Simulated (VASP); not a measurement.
# Al7Si9C9N7 (P1) in VASP: a series of runs, part 2 of 2

VASP 6.6.1. The steps go on from the part before.

## Step 3: Single point, PBEsol

This run uses another cell than the first one, of 10.49 Å³/atom, 1.009 times its volume.

Contents of INCAR:

```
SYSTEM = Al7Si9C9N7
PREC = Accurate
ENCUT = 520
EDIFF = 1E-6
ISMEAR = -1
SIGMA = 0.05
LREAL = Auto
LASPH = .TRUE.
NELM = 80
ALGO = Normal
ISIF = 2
LWAVE = .FALSE.
LCHARG = .FALSE.
GGA = PS
ISYM = 0
NBANDS = 246
```

Contents of KPOINTS:

```
Automatic mesh
0
Gamma
  1 1 1
  0.25 0.25 0.25
```

Contents of POSCAR:

```
Al7Si9C9N7
1.0
    9.3351782598      0.0000000000      0.0000000000
    0.0000000000     10.7284721445      0.0000000000
    0.0000000000      0.0000000000     10.0565783441
Si Al N C
27 21 21 27
Direct
    0.1676850000      0.0881720000      0.2529110000
    0.9988810000      0.3403300000      0.2500190000
    0.1730520000      0.5815920000      0.2507590000
    0.9999180000      0.8363640000      0.2472990000
    0.9972330000      0.8312810000      0.7505530000
    0.8326810000      0.0863680000      0.2512810000
    0.8354640000      0.0853370000      0.7494650000
    0.6687110000      0.3348310000      0.7472270000
    0.5024830000      0.5850070000      0.7490460000
    0.3358890000      0.8326210000      0.7495830000
    0.8319910000      0.5811280000      0.2459650000
    0.8328220000      0.5830850000      0.7503330000
    0.9965350000      0.1655790000      0.9976050000
    0.3371770000      0.1681740000      0.5050540000
    0.6668120000      0.1672730000      0.4993210000
    0.4992530000      0.4129580000      0.5023820000
    0.3342940000      0.6701970000      0.5012050000
    0.3313040000      0.6693060000      0.9995400000
    0.1688860000      0.9181330000      0.5036620000
    0.1626940000      0.9222540000      0.9951760000
    0.8294310000      0.4120830000      0.5004380000
    0.8316470000      0.4122660000      0.9934840000
    0.6657610000      0.6650400000      0.5019610000
    0.6677410000      0.6625220000      0.9967270000
    0.5012620000      0.9188440000      0.0044250000
    0.8337960000      0.9175460000      0.5022340000
    0.8367960000      0.9179330000      0.9954280000
    0.1644080000      0.0828910000      0.7479360000
    0.0005730000      0.3324080000      0.7523620000
    0.5009880000      0.0888380000      0.2438300000
    0.5004030000      0.0814780000      0.7540340000
    0.3346010000      0.3337120000      0.2503930000
    0.3289700000      0.3314190000      0.7466140000
    0.1666080000      0.5842810000      0.7512860000
    0.6638320000      0.3321050000      0.2489320000
    0.4959310000      0.5794510000      0.2430120000
    0.3306840000      0.8379950000      0.2457730000
    0.6701710000      0.8337630000      0.2395410000
    0.6660200000      0.8317580000      0.7554050000
    0.9983170000      0.1663490000      0.5042070000
    0.3345400000      0.1685980000      0.9972340000
    0.1676420000      0.4145040000      0.5033610000
    0.1722270000      0.4167970000      0.9956620000
    0.0029810000      0.6654310000      0.5008890000
    0.0053810000      0.6644810000      0.9947880000
    0.6674900000      0.1666900000      0.9959880000
    0.4980730000      0.4152680000      0.9975340000
    0.5007140000      0.9190550000      0.5037390000
    0.9991240000      0.1640650000      0.1901530000
    0.9916750000      0.1629760000      0.6927550000
    0.9943390000      0.6715790000      0.2056460000
    0.5107690000      0.4238390000      0.6853370000
    0.1511720000      0.9211220000      0.1860590000
    0.8407910000      0.4262190000      0.1851070000
    0.8265180000      0.4233610000      0.6811880000
    0.6813700000      0.6625550000      0.1866950000
    0.5011220000      0.9126730000      0.1905850000
    0.4954240000      0.9081190000      0.6891020000
    0.8479230000      0.9186510000      0.1885300000
    0.1551950000      0.0815030000      0.9462920000
    0.5037450000      0.0859740000      0.4435130000
    0.3340230000      0.3329490000      0.9341930000
    0.1782700000      0.5967530000      0.4310390000
    0.1769470000      0.5899850000      0.9433600000
    0.0001220000      0.8391590000      0.4277750000
    0.5006230000      0.5915620000      0.4435390000
    0.3273800000      0.8311800000      0.4398050000
    0.8216970000      0.5817730000      0.4285190000
    0.6765480000      0.8234510000      0.4371820000
    0.3199870000      0.1597540000      0.1896420000
    0.3339410000      0.1608870000      0.6837490000
    0.1542020000      0.4243140000      0.1944410000
    0.1618850000      0.4197580000      0.6917270000
    0.9887030000      0.6693900000      0.6915950000
    0.6818710000      0.1621330000      0.1902350000
    0.6766240000      0.1714980000      0.6836100000
    0.5024460000      0.4164860000      0.1867340000
    0.3222370000      0.6700030000      0.1848300000
    0.3436760000      0.6699810000      0.6824110000
    0.1657830000      0.9039250000      0.6851680000
    0.6690580000      0.6574340000      0.6822460000
    0.8383410000      0.9203100000      0.6842230000
    0.1739490000      0.0757650000      0.4359660000
    0.9870350000      0.3394790000      0.4319160000
    0.9944210000      0.3275780000      0.9499490000
    0.4996820000      0.0732670000      0.9450790000
    0.3430130000      0.3315310000      0.4471980000
    0.0020710000      0.8388930000      0.9413200000
    0.8254440000      0.0737700000      0.4335810000
    0.8433290000      0.0773300000      0.9360320000
    0.6656020000      0.3374880000      0.4485500000
    0.6728810000      0.3386790000      0.9265040000
    0.4972990000      0.5953280000      0.9338060000
    0.3302080000      0.8380060000      0.9420080000
    0.8303600000      0.5780900000      0.9386970000
    0.6698010000      0.8312130000      0.9587070000
```

Potentials or basis: VASP PAW PBE potentials, release 64 (Si, Al, N, C).

The run is started by

```bash
$ cat potpaw_PBE.64/Si/POTCAR potpaw_PBE.64/Al/POTCAR potpaw_PBE.64/N/POTCAR potpaw_PBE.64/C/POTCAR > POTCAR
$ mpirun -np 1 vasp_std > vasp.out
```

OUTCAR:

```text
SYSTEM = Al7Si9C9N7
   PREC = Accurate
   ENCUT = 520
   EDIFF = 1E-6
   ISMEAR = -1
   LREAL = Auto
   LASPH = .TRUE.
   NELM = 80
   ISIF = 2
   GGA = PS
   ISYM = 0

 ion  position               nearest neighbor table
   1  0.168  0.088  0.253-  70 1.74  83 1.85  49 1.88  53 1.92  32 3.06  37 3.09  40 3.10  14 3.11
                            19 3.11  30 3.11   4 3.12   6 3.13  41 3.13   2 3.13  13 3.14  20 3.14
   2  0.999  0.340  0.250-  72 1.80  84 1.83  54 1.86  49 1.98  11 3.02   3 3.06  21 3.07  42 3.10
                            22 3.11  35 3.13   1 3.13  32 3.13   6 3.14  43 3.14  40 3.17
   3  0.173  0.582  0.251-  72 1.79  78 1.81  63 1.82  51 1.98  36 3.02   2 3.06  32 3.06  18 3.07
                            17 3.08  44 3.11  42 3.11  43 3.12  37 3.12  45 3.14
[... 1295 lines left out ...]
  external PRESSURE =       1.9933214 kB  Pullay stress =       0.0000000 kB

 VOLUME and BASIS-vectors are now :
 -----------------------------------------------------------------------------
  energy-cutoff  :      520.00
  volume of cell :     1007.19
      direct lattice vectors                 reciprocal lattice vectors
     9.335178260  0.000000000  0.000000000     0.107121682  0.000000000  0.000000000
     0.000000000 10.728472144  0.000000000     0.000000000  0.093209917  0.000000000
     0.000000000  0.000000000 10.056578344     0.000000000  0.000000000  0.099437400

 POSITION                                       TOTAL-FORCE (eV/Angst)
 -----------------------------------------------------------------------------------
      1.56537      0.94595      2.54342        -0.015414     -0.009610      0.003666
      9.32473      3.65122      2.51434        -0.005984     -0.016172     -0.014073
      1.61547      6.23959      2.52178        -0.007724      0.003085      0.013316
      9.33441      8.97291      2.48698        -0.000187     -0.003349      0.007060
      9.30935      8.91838      7.54800         0.008416      0.009851      0.013486
      7.77323      0.92660      2.52703         0.019125     -0.013699      0.001713
[... 88 lines left out ...]
      7.75156      6.20202      9.44008         0.010869     -0.005836      0.014091
      6.25271      8.91765      9.64131        -0.009305     -0.007023     -0.005551
 -----------------------------------------------------------------------------------
    total drift:                                0.003445     -0.010197      0.022224

  FREE ENERGIE OF THE ION-ELECTRON SYSTEM (eV)
  ---------------------------------------------------
  free  energy   TOTEN  =      -738.4210830576 eV

  energy  without entropy=     -738.4210830552  energy(sigma->0) =     -738.42108306
```

stdout:

```text
POSCAR found type information on POSCAR SiAlN C
 POSCAR found :  4 types and      96 ions
 scaLAPACK will be used
 -----------------------------------------------------------------------------
|                                                                             |
|                                                                             |
|     You enforced a specific xc type in the INCAR file but a different       |
|     I HOPE YOU KNOW WHAT YOU ARE DOING!                                     |
|                                                                             |
 -----------------------------------------------------------------------------

 LDA part: xc-table for (Slater+PW92), standard interpolation
 POSCAR, INCAR and KPOINTS ok, starting setup
 FFT: planning ... GRIDC
 FFT: planning ... GRID_SOFT
 FFT: planning ... GRID
 WAVECAR not read
 entering main loop
```

It took 74 min on 1 thread of Intel Xeon Platinum 8488C (Sapphire Rapids), shared host; peak memory 1.2 GiB.

What came out:

```
Free energy            : -738.4211 eV
Pressure               : 0.2 GPa
Largest force          : 0.047 eV/Å
Band gap on the k mesh : 2.12 eV, direct
```

Forces on the atoms (eV/Å):
```
Si  -0.015 -0.010  0.004
Si  -0.006 -0.016 -0.014
Si  -0.008  0.003  0.013
Si   0.000 -0.003  0.007
Si   0.008  0.010  0.013
Si   0.019 -0.014  0.002
Si  -0.002 -0.010  0.000
Si  -0.001  0.006 -0.007
Si   0.004 -0.005  0.000
Si   0.017 -0.007  0.006
Si   0.011 -0.002  0.009
Si   0.012 -0.014  0.000
Si  -0.002  0.007  0.011
Si  -0.007  0.003 -0.016
Si  -0.008 -0.016 -0.014
Si  -0.003  0.014  0.001
Si  -0.011  0.003 -0.016
Si   0.002  0.011  0.004
Si  -0.010 -0.013 -0.011
Si   0.000 -0.002  0.009
Si  -0.008  0.013  0.002
Si  -0.005  0.002  0.021
Si   0.001 -0.010 -0.011
Si  -0.009 -0.002  0.011
Si  -0.002 -0.020  0.018
Si  -0.006 -0.010 -0.007
Si  -0.007 -0.002  0.013
Al  -0.007  0.005  0.007
Al  -0.014 -0.006 -0.001
Al   0.010 -0.008  0.010
Al   0.011 -0.010 -0.013
Al  -0.010  0.007  0.006
Al   0.019  0.001 -0.007
Al   0.003  0.018  0.009
Al   0.024 -0.005 -0.003
Al   0.015  0.020  0.021
Al  -0.006  0.018  0.016
Al   0.017  0.005 -0.002
Al  -0.011  0.002  0.005
Al  -0.002 -0.009  0.006
Al  -0.018 -0.001 -0.011
Al   0.006  0.003 -0.011
Al   0.006  0.005  0.002
Al   0.000 -0.002 -0.010
Al   0.002 -0.005  0.004
Al   0.013  0.004 -0.001
Al   0.000  0.000 -0.014
Al   0.002 -0.003 -0.012
N   -0.008 -0.008 -0.002
N    0.009  0.013 -0.003
N    0.005 -0.008 -0.013
N   -0.016 -0.014  0.012
N    0.022  0.001 -0.010
N   -0.019 -0.038 -0.014
N    0.010  0.004  0.010
N   -0.028  0.013  0.009
N   -0.004  0.013  0.002
N    0.012  0.003  0.014
N   -0.025  0.008 -0.010
N    0.034  0.013 -0.005
N    0.010 -0.013 -0.024
N    0.001  0.012 -0.005
N   -0.020 -0.001  0.005
N   -0.008  0.000 -0.004
N    0.016 -0.015  0.007
N    0.017 -0.005 -0.034
N    0.006  0.005 -0.028
N    0.011  0.001  0.003
N   -0.010  0.023 -0.014
C    0.019  0.034 -0.027
C    0.017 -0.003  0.018
C    0.009 -0.002 -0.031
C    0.007  0.008 -0.002
C    0.021 -0.012 -0.005
C   -0.024  0.023 -0.026
C   -0.005 -0.019  0.021
C   -0.003 -0.003 -0.003
C    0.008  0.004 -0.016
C   -0.013 -0.011  0.023
C   -0.013  0.009  0.029
C   -0.018  0.016  0.027
C   -0.010 -0.005  0.006
C   -0.013  0.019  0.016
C    0.020 -0.002  0.015
C    0.004  0.000 -0.003
C   -0.003  0.015 -0.001
C   -0.028 -0.009 -0.005
C    0.003 -0.012 -0.008
C    0.008  0.022  0.005
C   -0.014  0.007  0.010
C    0.000  0.010 -0.010
C   -0.019 -0.003  0.004
C   -0.006 -0.027  0.014
C    0.013 -0.007 -0.007
C    0.011 -0.006  0.014
C   -0.009 -0.007 -0.006
```

Levels at points of the mesh, in eV from the valence-band top:
```
           k point  band 190  band 191  band 192  band 193  band 194  band 195
(0.25, 0.25, 0.25)     -0.35     -0.20     -0.02      2.13      2.20      2.42
```

Caveat: the k points lie up to 0.67 Å⁻¹ apart; the PAW data sets were made with another functional, which shifts forces and pressure a little.
